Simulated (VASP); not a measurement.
**Y2LuN3: relaxation of shape and atoms at fixed volume with PBE**

Y2LuN3:

```xyz
6
Lattice="3.2915 0.0000 0.0000 -1.6458 2.8505 0.0000 0.0000 0.0000 8.0670" Properties=species:S:1:pos:R:3 pbc="T T T"
Y     0.0000    1.9004    5.3986
Y     1.6458    0.9502    2.6684
Lu    0.0000    0.0000    0.0000
N     0.0000    1.9004    1.2996
N     1.6458    0.9502    6.7674
N     0.0000    0.0000    4.0335
```

This cell differs from its parent crystal: volume scaled by 0.88.

* Program: VASP 6.6.1
* Task: relaxation of shape and atoms at fixed volume
* Functional: PBE
* Potentials or basis: VASP PAW PBE potentials, release 64 (Y_sv, Lu, N)
* Cutoff: 600 eV
* k mesh: 12 × 12 × 4
* Occupations: gaussian, width 0.01 eV
* Spin: no spin polarisation
* Dipole correction: no
* Further INCAR settings: ALGO = Normal; EDIFF = 1e-07; IBRION = 2; EDIFFG = -0.01; NSW = 50; ISIF = 4

```
Energy gained by relaxing    : 0.0 meV/atom
Ionic steps                  : 5
Pressure after relaxing      : 27.2 GPa
Largest force after relaxing : 0.010 eV/Å
Band gap on the k mesh       : zero (band 31 reaches 4.76 eV, above the bottom of band 32 at 4.51 eV)
```

Forces in eV/Å, atoms in the order of the input:
```
Y    0.000  0.000  0.010
Y    0.000  0.000 -0.010
Lu   0.000  0.000  0.000
N    0.000  0.000  0.003
N    0.000  0.000 -0.003
N    0.000  0.000  0.000
```

The path:
```
step  energy change (eV)  largest force (eV/Å)  pressure (GPa)  volume (Å³)
   1              0.0000                0.0440           27.20        75.69
   2             -0.0001                0.0115           27.20        75.69
   3             -0.0001                0.0114           27.22        75.69
   4             -0.0001                0.0114           27.22        75.69
   5             -0.0001                0.0097           27.22        75.69
```

Final structure:
```
CELL_PARAMETERS angstrom
3.29144 0.00000 0.00000
-1.64572 2.85047 0.00000
0.00000 0.00000 8.06742
ATOMIC_POSITIONS crystal
Y 0.33333 0.66667 0.66905
Y 0.66667 0.33333 0.33095
Lu 0.00000 0.00000 0.00000
N 0.33333 0.66667 0.16144
N 0.66667 0.33333 0.83856
N 0.00000 0.00000 0.50000
```

Levels at points of the mesh, in eV from the Fermi level:
```
           k point  band 27  band 28  band 29  band 30  band 31  band 32  band 33  band 34  band 35  band 36
(0.00, 0.00, 0.00)    -2.01    -2.01     0.10     0.10     0.10     3.29     3.33     3.33     4.64     4.65
(0.50, 0.00, 0.00)    -2.27    -2.06    -1.47    -0.30    -0.30    -0.14     4.13     4.40     6.85     6.87
(0.00, 0.00, 0.50)    -1.15    -1.05    -1.05    -0.70    -0.70     3.50     3.69     4.05     4.05     4.17
(0.50, 0.00, 0.50)    -2.16    -1.55    -1.48    -1.04    -0.93     1.52     1.55     6.44     7.28     7.29
```

It took 17 min on 1 thread of Oxide Virtual Turin-like Processor (shared host), peak memory 0.37 GiB.

Caveat: the cell differs from its parent crystal (volume scaled by 0.88); spin-orbit coupling is left out, which moves the levels of the heavy elements.
